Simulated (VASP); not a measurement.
GaAs: single point with PBE

The system is GaAs.

```
Ga As
1.0
     0.00000    2.87509    2.87509
     2.87509    0.00000    2.87509
     2.87509    2.87509    0.00000
Ga As
1 1
Cartesian
  0.0000 0.0000 0.0000
  1.4375 1.4375 1.4375
```

```json
{
 "Program": "VASP 6.6.1",
 "Task": "single point",
 "Functional": "PBE",
 "Potentials or basis": "VASP PAW PBE potentials, release 64 (Ga_d, As)",
 "Cutoff": "520 eV",
 "k mesh": "2 × 2 × 2",
 "Occupations": "gaussian, width 0.1 eV",
 "Spin": "no spin polarisation"
}
```

```
Pressure               : 8.0 GPa
Band gap on the k mesh : 0.08 eV, direct
```

Levels at points of the mesh, in eV from the valence-band top:
| k point | band 5 | band 6 | band 7 | band 8 | band 9 | band 10 | band 11 | band 12 | band 13 | band 14 |
| --- | --- | --- | --- | --- | --- | --- | --- | --- | --- | --- |
| (0.00, 0.00, 0.00) | -14.96 | -12.38 | 0.00 | 0.00 | 0.00 | 0.08 | 3.50 | 3.50 | 3.50 | 7.41 |
| (0.50, 0.00, 0.00) | -14.96 | -10.73 | -6.51 | -1.11 | -1.11 | 0.75 | 4.42 | 4.42 | 7.62 | 10.09 |
| (0.50, 0.50, 0.00) | -14.95 | -10.01 | -6.76 | -2.59 | -2.59 | 1.39 | 1.57 | 9.64 | 9.64 | 10.62 |

Wall time 8.3 s on 1 thread of AMD EPYC 7R13 Processor (Zen 3), with other jobs on the host, peak memory 0.13 GiB.

Caveat: the k points lie up to 0.95 Å⁻¹ apart.
